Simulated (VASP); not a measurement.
# La2O3 (P-62m) in VASP: settings compared

The runs below take La2O3 through relaxation of cell and atoms, with LDA, revPBE+D3(BJ).

Everything below comes from runs of VASP 6.6.1. Logs are shortened: lines on timing, memory, paths and dates and some standing lists are left out, and cuts for length are marked.

### 1 The cell of the first run

The structure is hexagonal, space group P-62m (No. 189). The conventional cell has a = 6.267 Å, b = 6.267 Å, c = 3.300 Å, α = 90.00°, β = 90.00°, γ = 120.00°. La (site symmetry -6) has 6 O at 2.45 Å and 2 La at 3.30 Å within 3.3 Å. O (site symmetry m2m) has 4 La at 2.45 Å and 6 O at 3.13 to 3.30 Å within 3.3 Å.

### 2 Relaxation of cell and atoms, LDA

INCAR reads:

```
PREC = Accurate
ENCUT = 600
EDIFF = 1E-7
ISMEAR = -1
SIGMA = 0.05
LREAL = False
LASPH = True
NELM = 100
ALGO = Normal
ISIF = 3
LWAVE = False
LCHARG = False
IBRION = 2
NSW = 60
EDIFFG = -0.01
```

KPOINTS reads:

```
Automatic mesh
0
Gamma
  5 5 8
```

POSCAR reads:

```
La2O3
1.0
    6.2667802772      0.0000000000      0.0000000000
   -3.1333901386      5.4271909200      0.0000000000
    0.0000000000      0.0000000000      3.2997660000
La O
2 3
Direct
    0.6666666667      0.3333333333      0.5000000000
    0.3333333333      0.6666666667      0.5000000000
    0.5080139900      0.0000000000      0.0000000000
    0.0000000000      0.5080139900      0.0000000000
    0.4919860100      0.4919860100      0.0000000000
```

Potentials or basis: VASP PAW LDA potentials, release 64 (La, O).

Started as:

```bash
cat potpaw_LDA.64/La/POTCAR potpaw_LDA.64/O/POTCAR > POTCAR
mpirun -np 1 vasp_std > vasp.out
```

OUTCAR:

```text
PREC = Accurate
   ENCUT = 600
   EDIFF = 1E-7
   ISMEAR = -1
   LREAL = False
   LASPH = True
   NELM = 100
   ISIF = 3
   IBRION = 2
   NSW = 60
   EDIFFG = -0.01

 ion  position               nearest neighbor table
   1  0.667  0.333  0.500-   3 2.45   3 2.45   4 2.45   4 2.45   5 2.45   5 2.45   2 3.62   2 3.62
                             2 3.62
   2  0.333  0.667  0.500-   4 2.45   4 2.45   3 2.45   3 2.45   5 2.45   5 2.45   1 3.62   1 3.62
                             1 3.62
   3  0.508  0.000  0.000-   1 2.45   1 2.45   2 2.45   2 2.45
   4  0.000  0.508  0.000-   2 2.45   2 2.45   1 2.45   1 2.45
   5  0.492  0.492  0.000-   1 2.45   1 2.45   2 2.45   2 2.45

  LATTYP: Found a hexagonal cell.
 ALAT       =     6.2667802772
 C/A-ratio  =     0.5265488583

  Lattice vectors:

 A1 = (   6.2667802772,   0.0000000000,   0.0000000000)
 A2 = (  -3.1333901386,   5.4271909200,   0.0000000000)
 A3 = (   0.0000000000,   0.0000000000,   3.2997660000)

Analysis of symmetry for initial positions (statically):
=====================================================================
 Subroutine PRICEL returns:
 Original cell was already a primitive cell.

 Routine SETGRP: Setting up the symmetry group for a
 hexagonal supercell.

 Subroutine GETGRP returns: Found 12 space group operations
 (whereof 12 operations were pure point group operations)
 out of a pool of 24 trial point group operations.

The static configuration has the point symmetry D_3h.

Analysis of symmetry for dynamics (positions and initial velocities):
=====================================================================
 Subroutine PRICEL returns:
 Original cell was already a primitive cell.

 Routine SETGRP: Setting up the symmetry group for a
 hexagonal supercell.

 Subroutine GETGRP returns: Found 12 space group operations
 (whereof 12 operations were pure point group operations)
 out of a pool of 24 trial point group operations.

The dynamic configuration has the point symmetry D_3h.

 Subroutine INISYM returns: Found 12 space group operations
 (whereof 12 operations are pure point group operations),
 and found     1 'primitive' translations

----------------------------------------------------------------------------------------

                                     Primitive cell

  volume of cell :     112.2284

  direct lattice vectors                    reciprocal lattice vectors
     6.266780277  0.000000000  0.000000000     0.159571575  0.092128692  0.000000000
    -3.133390139  5.427190920  0.000000000     0.000000000  0.184257384  0.000000000
     0.000000000  0.000000000  3.299766000     0.000000000  0.000000000  0.303051792

  length of vectors
     6.266780277  6.266780277  3.299766000     0.184257384  0.184257384  0.303051792

  position of ions in fractional coordinates (direct lattice)
     0.666666667  0.333333333  0.500000000
     0.333333333  0.666666667  0.500000000
     0.508013990  0.000000000  0.000000000
     0.000000000  0.508013990  0.000000000
     0.491986010  0.491986010  0.000000000

  ion indices of the primitive-cell ions
   primitive index   ion index
                 1           1
                 2           2
                 3           3
                 4           4
                 5           5

----------------------------------------------------------------------------------------

 KPOINTS: Automatic mesh

Automatic generation of k-mesh.
 Grid dimensions read from file:
 generate k-points for:    5    5    8

 Generating k-lattice:

  Cartesian coordinates                     Fractional coordinates (reciprocal lattice)
     0.031914315  0.018425738  0.000000000     0.200000000 -0.000000000  0.000000000
     0.000000000  0.036851477  0.000000000     0.000000000  0.200000000  0.000000000
     0.000000000  0.000000000  0.037881474     0.000000000  0.000000000  0.125000000

  Length of vectors
     0.036851477  0.036851477  0.037881474

  Shift w.r.t. Gamma in fractional coordinates (k-lattice)
     0.000000000  0.000000000  0.000000000

 Subroutine IBZKPT returns following result:
 ===========================================

 Found     25 irreducible k-points:

 Following reciprocal coordinates:
            Coordinates               Weight
  0.000000  0.000000  0.000000      1.000000
  0.200000  0.000000  0.000000      6.000000
  0.400000 -0.000000  0.000000      6.000000
  0.200000  0.200000  0.000000      6.000000
  0.400000  0.200000  0.000000      6.000000
  0.000000  0.000000  0.125000      2.000000
[... 16 lines left out ...]
  0.400000 -0.000000  0.500000      6.000000
  0.200000  0.200000  0.500000      6.000000
   k-points           NKPTS =     25   k-points in BZ     NKDIM =     25   number of bands    NBANDS=     24
   number of dos      NEDOS =    301   number of ions     NIONS =      5
   total plane-waves  NPLWV =  70000
   dimension x,y,z NGX =    50 NGY =   50 NGZ =   28
   dimension x,y,z NGXF=   100 NGYF=  100 NGZF=   56
   ions per type =               2   3
   NGX,Y,Z   is equivalent  to a cutoff of  13.26, 13.26, 14.11 a.u.
   NGXF,Y,Z  is equivalent  to a cutoff of  26.53, 26.53, 28.21 a.u.
 SYSTEM =  unknown system
   PREC   = accura    normal or accurate (medium, high low for compatibility)
   ISTART =      0    job   : 0-new  1-cont  2-samecut
   ICHARG =      2    charge: 1-file 2-atom 10-const
   ISPIN  =      1    spin polarized calculation?
   LNONCOLLINEAR =      F non collinear calculations
   LSORBIT =      F    spin-orbit coupling
   LASPH  =      T    aspherical Exc in radial PAW
   ENCUT  =  600.0 eV  44.10 Ry    6.64 a.u.  12.52 12.52  6.59*2*pi/ulx,y,z
   NELM   =    100;   NELMIN=  2; NELMDL= -5     # of ELM steps
   EDIFF  = 0.1E-06   stopping-criterion for ELM
   LREAL  =      F    real-space projection
   EDIFFG = -.1E-01   stopping-criterion for IOM
   NSW    =     60    number of steps for IOM
   IBRION =      2    ionic relax: 0-MD 1-quasi-New 2-CG
   NFREE  =      1    steps in history (QN), initial steepest desc. (CG)
   ISIF   =      3    stress and relaxation
   ISYM   =      2    0-nonsym 1-usesym 2-fastsym
   POTIM  = 0.5000    time-step for ionic-motion
   TEBEG  =    0.0;   TEEND  =   0.0 temperature during run
   PSTRESS=    0.0 pullay stress
   NELECT =      40.0000    total number of electrons
   NUPDOWN=      -1.0000    fix difference up-down
   EMIN   =  10.00;   EMAX   =-10.00  energy-range for DOS
   EFERMI =   0.00;   METHOD = LEGACY
   ISMEAR =    -1;   SIGMA  =   0.05  broadening in eV -4-tet -1-fermi 0-gaus
   EFERMI_NEDOS =   21; number of points for ismear=-14 and -15
   IALGO  =     38    algorithm
   IMIX   =      4    mixing-type and parameters
     AMIX     =   0.40;   BMIX     =  1.00
     AMIX_MAG =   1.60;   BMIX_MAG =  1.00
  volume/ion in A,a.u.               =      22.45       151.47
  Fermi-wavevector in a.u.,A,eV,Ry     =   1.160719  2.193442 18.330716  1.347270
  Thomas-Fermi vector in A             =   2.297299
   LORBIT       =      0    0 simple, 1 ext, 2 COOP (PROOUT), +10 PAW based schemes
   GGA     = CA    functional components
   LHFCALC =     F    Hartree Fock is set to
   AEXX    =    0.0000 exact exchange contribution
   IVDW    =     0    specifies the selected vdW correction
   LEPSILON=     F    determine dielectric tensor
   LRPA    =     F    only Hartree local field effects (RPA)
 conjugate gradient relaxation of ions
 non-spin polarized calculation
  energy-cutoff  :      600.00
  volume of cell :      112.23
 maximum number of plane-waves:      3781
 NGX is ok and might be reduce to    50
   NGX = 25   NGY = 25   NGZ = 13

--------------------------------------- Ionic step        1  -------------------------------------------

 number of electron      40.0000012 magnetization

 Free energy of the ion-electron system (eV)
  ---------------------------------------------------
  ext. energy  EPLUGINS =         0.00000000
  ---------------------------------------------------
  free energy    TOTEN  =       -44.39981500 eV

  energy without entropy =      -44.39981499  energy(sigma->0) =      -44.39981499

------------------------ aborting loop because EDIFF is reached ----------------------------------------

  FORCE on cell =-STRESS in cart. coord.  units (eV):
  Direction    XX          YY          ZZ          XY          YZ          ZX
  --------------------------------------------------------------------------------------
  -------------------------------------------------------------------------------------
  Total       -1.2705949     -1.2705949     -4.5329528     -0.0000000      0.0000000      0.0000000
  in kB      -18.1390690    -18.1390690    -64.7126323     -0.0000000      0.0000000      0.0000000
  external PRESSURE =     -33.6635901 kB  Pullay stress =       0.0000000 kB
[... 98 lines left out ...]
  FREE ENERGIE OF THE ION-ELECTRON SYSTEM (eV)
  ---------------------------------------------------
  free  energy   TOTEN  =       -44.4515785582 eV

  energy  without entropy=      -44.4515784662  energy(sigma->0) =      -44.45157851

[... ionic steps 4 to 9 ...]

--------------------------------------- Ionic step       10  -------------------------------------------

 number of electron      40.0000018 magnetization

------------------------ aborting loop because EDIFF is reached ----------------------------------------

  FORCE on cell =-STRESS in cart. coord.  units (eV):
  Direction    XX          YY          ZZ          XY          YZ          ZX
  --------------------------------------------------------------------------------------
  -------------------------------------------------------------------------------------
  Total       -0.0646443     -0.0646443     -0.1415328     -0.0000000      0.0000000     -0.0000000
  in kB       -0.9467488     -0.9467488     -2.0728196     -0.0000000      0.0000000     -0.0000000
  external PRESSURE =      -1.3221057 kB  Pullay stress =       0.0000000 kB
[... 63 lines left out ...]
  energy  without entropy=      -44.4539085981  energy(sigma->0) =      -44.45390867

--------------------------------------- Ionic step       12  -------------------------------------------

 number of electron      40.0000017 magnetization

 Free energy of the ion-electron system (eV)
  ---------------------------------------------------
  ext. energy  EPLUGINS =         0.00000000
  ---------------------------------------------------
  free energy    TOTEN  =       -44.45655408 eV

  energy without entropy =      -44.45655399  energy(sigma->0) =      -44.45655404

 E-fermi :   4.0201     XC(G=0):  -8.9137

 val. band max:        3.4238386985   @ k =   0.0000   0.0000   0.5000
 cond. band min:       4.6157493586   @ k =   0.0000   0.0000   0.0000
 fundamental gap:      1.1919106601
 Fermi energy:         4.0200719713

 k-point     1 :       0.0000    0.0000    0.0000
  band No.  band energies     occupation
      1     -27.0136      2.00000
      2     -26.7619      2.00000
      3     -14.1801      2.00000
      4     -14.1801      2.00000
      5     -12.3103      2.00000
      6     -10.5916      2.00000
[... 637 lines left out ...]
     23       7.7194      0.00000
     24       7.7207      0.00000

 [... further k-points ...]

------------------------ aborting loop because EDIFF is reached ----------------------------------------

  FORCE on cell =-STRESS in cart. coord.  units (eV):
  Direction    XX          YY          ZZ          XY          YZ          ZX
  --------------------------------------------------------------------------------------
  -------------------------------------------------------------------------------------
  Total        0.0008134      0.0008134      0.0006721     -0.0000000      0.0000000      0.0000000
  in kB        0.0119254      0.0119254      0.0098545     -0.0000000      0.0000000      0.0000000
  external PRESSURE =       0.0112351 kB  Pullay stress =       0.0000000 kB
[... 20 lines left out ...]
  FREE ENERGIE OF THE ION-ELECTRON SYSTEM (eV)
  ---------------------------------------------------
  free  energy   TOTEN  =       -44.4565540817 eV

  energy  without entropy=      -44.4565539926  energy(sigma->0) =      -44.45655404

 reached required accuracy - stopping structural energy minimisation
```

It took 9.3 min on 1 thread of Intel Xeon 6975P-C (Granite Rapids), shared host; peak memory 0.3 GiB.

What came out:

- Free energy: -44.4566 eV
- Relaxed volume: 21.86 Å³/atom
- Relaxed cell: a = 6.249 Å, b = 6.249 Å, c = 3.231 Å, α = 90.00°, β = 90.00°, γ = 120.00°
- Space group after relaxing (to 0.1 Å): P6/mmm (No. 191)
- Energy gained by relaxing: 11.3 meV/atom
- Ionic steps: 12
- Pressure after relaxing: 0.0 GPa
- Band gap on the k mesh: 1.19 eV (least direct gap 1.82 eV)

Step by step:
| step | energy change (eV) | largest force (eV/Å) | pressure (GPa) | volume (Å³) |
| --- | --- | --- | --- | --- |
| 1 | 0.0000 | 0.0728 | -3.37 | 112.23 |
| 2 | 0.0372 | 0.0338 | 5.50 | 104.70 |
| 3 | -0.0518 | 0.0566 | 0.12 | 108.92 |
| 4 | -0.0518 | 0.0563 | 0.20 | 108.85 |
| 5 | -0.0529 | 0.0550 | 0.04 | 109.15 |
| 6 | -0.0530 | 0.0541 | -0.05 | 109.31 |
| 7 | -0.0536 | 0.0502 | -0.05 | 109.32 |
| 8 | -0.0549 | 0.0377 | -0.06 | 109.34 |
| 9 | -0.0565 | 0.0128 | -0.10 | 109.38 |
| 10 | -0.0567 | 0.0005 | -0.13 | 109.40 |
| 11 | -0.0541 | 0.0058 | 0.88 | 108.46 |
| 12 | -0.0567 | 0.0003 | 0.00 | 109.28 |

Final structure:
```
La O
1.0
     6.24947    0.00000    0.00000
    -3.12473    5.41220    0.00000
     0.00000    0.00000    3.23080
La O
2 3
Cartesian
  3.1247 1.8041 1.6154
  0.0000 3.6081 1.6154
  3.1245 0.0000 0.0000
  -1.5622 2.7059 3.2308
  1.5625 2.7063 0.0000
```

Levels at points of the mesh, in eV from the valence-band top:
```tsv
k point	band 16	band 17	band 18	band 19	band 20	band 21	band 22	band 23	band 24
(0.00, 0.00, 0.00)	-2.26	-1.18	-1.18	-0.99	-0.62	1.19	3.19	3.80	3.80
(0.00, 0.00, 0.50)	-1.65	-1.48	-1.48	-0.56	0.00	4.13	4.16	4.24	4.26
```

Caveat: spin-orbit coupling is left out, which moves the levels of the heavy elements. A k mesh can miss the band edges.

### 3 Relaxation of cell and atoms, revPBE+D3(BJ)

INCAR reads:

```
SYSTEM = La2O3
  PREC = Accurate
  ENCUT = 600
  EDIFF = 1E-6
  ISMEAR = -1
  SIGMA = 0.05
  LREAL = .False.
  LASPH = .True.
  NELM = 60
  ALGO = Normal
  ISIF = 3
  LWAVE = .False.
  LCHARG = .False.
  GGA = RE
  IVDW = 12
  IBRION = 2
  NSW = 60
  EDIFFG = -0.01
```

KPOINTS reads:

```
Automatic mesh
0
Gamma
  5 5 8
  0 0 0
```

POSCAR is that of step 2.

Potentials or basis: VASP PAW PBE potentials, release 64 (La, O).

Started as:

```bash
cat potpaw_PBE.64/La/POTCAR potpaw_PBE.64/O/POTCAR > POTCAR
mpirun -np 1 vasp_std > vasp.out
```

Wall time 8.2 min (1 thread of Intel Xeon 6975P-C (Granite Rapids), shared host); peak memory 0.33 GiB.

The run converged. Its results:

| Property | Result |
| --- | --- |
| Free energy | -40.8908 eV |
| Relaxed volume | 22.74 Å³/atom |
| Relaxed cell | a = 6.322 Å, b = 6.322 Å, c = 3.285 Å, α = 90.00°, β = 90.00°, γ = 120.00° |
| Space group after relaxing (to 0.1 Å) | P6/mmm (No. 191) |
| Energy gained by relaxing | 2.4 meV/atom |
| Ionic steps | 13 |
| Pressure after relaxing | 0.0 GPa |
| Band gap on the k mesh | 1.67 eV (least direct gap 2.15 eV) |
| Dispersion energy per atom | -0.324 eV |

The path:
```tsv
step	energy change (eV)	largest force (eV/Å)	pressure (GPa)	volume (Å³)
1	0.0000	0.0393	0.74	112.23
2	-0.0083	0.0461	-0.27	113.92
3	-0.0083	0.0458	-0.24	113.87
4	-0.0086	0.0422	0.22	113.48
5	-0.0088	0.0436	0.04	113.63
6	-0.0091	0.0399	0.03	113.64
7	-0.0100	0.0340	0.03	113.66
8	-0.0112	0.0227	0.00	113.72
9	-0.0119	0.0060	-0.07	113.82
10	-0.0119	0.0024	-0.05	113.80
11	-0.0119	0.0011	-0.05	113.81
12	-0.0115	0.0023	0.29	113.28
13	-0.0120	0.0009	0.02	113.71
```

Final structure:
```cif
data_structure
_symmetry_space_group_name_H-M 'P 1'
_symmetry_Int_Tables_number 1
_cell_length_a 6.3225
_cell_length_b 6.3225
_cell_length_c 3.2847
_cell_angle_alpha 90.000
_cell_angle_beta 90.000
_cell_angle_gamma 120.000
_cell_volume 113.71
loop_
_atom_site_label
_atom_site_type_symbol
_atom_site_fract_x
_atom_site_fract_y
_atom_site_fract_z
_atom_site_occupancy
La1 La 0.66667 0.33333 0.50000 1
La2 La 0.33333 0.66667 0.50000 1
O1 O 0.49983 0.00000 0.00000 1
O2 O 0.00000 0.49984 0.00000 1
O3 O 0.50016 0.50016 0.00000 1
```

Levels at points of the mesh, in eV from the valence-band top:
| k point | band 16 | band 17 | band 18 | band 19 | band 20 | band 21 | band 22 | band 23 | band 24 |
| --- | --- | --- | --- | --- | --- | --- | --- | --- | --- |
| (0.00, 0.00, 0.00) | -1.88 | -0.99 | -0.99 | -0.70 | -0.48 | 1.67 | 3.59 | 4.00 | 4.00 |
| (0.00, 0.00, 0.50) | -1.49 | -1.16 | -1.16 | -0.31 | 0.00 | 4.28 | 4.35 | 4.36 | 4.44 |

Caveat: the PAW data sets were made with another functional, which shifts forces and pressure a little; spin-orbit coupling is left out, which moves the levels of the heavy elements. A k mesh can miss the band edges.
